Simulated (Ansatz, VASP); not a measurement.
## Ni: VASP beside Ansatz

```
CELL_PARAMETERS angstrom
0.00000 1.76194 1.76194
1.76194 0.00000 1.76194
1.76194 1.76194 0.00000
ATOMIC_POSITIONS crystal
Ni 0.00000 0.00000 0.00000
```

Alike in both runs: task single point; functional LDA; k mesh 16 × 16 × 16; occupations fermi-dirac, width 0.1 eV; collinear spin.

```csv
,VASP,Ansatz
version,VASP 6.6.1,Ansatz 0.2.0
potentials or method,"VASP PAW LDA potentials, release 64 (Ni), cutoff 520 eV","all-electron LAPW, scalar-relativistic"
```

```csv
,VASP,Ansatz,Ansatz less VASP
pressure (GPa),-17.5,-17.7,-0.20
net moment per atom (μB),0.57,0.59,+0.019
size of the moment on the site where the two differ most (μB),0.57,0.61,+0.032
```

LDA's correlation is that of Perdew and Zunger in VASP and of Perdew and Wang (1992) in Ansatz. Site moments also hang on the region over which each program counts them. Ansatz ran all-electron here, and VASP with PAW potentials.
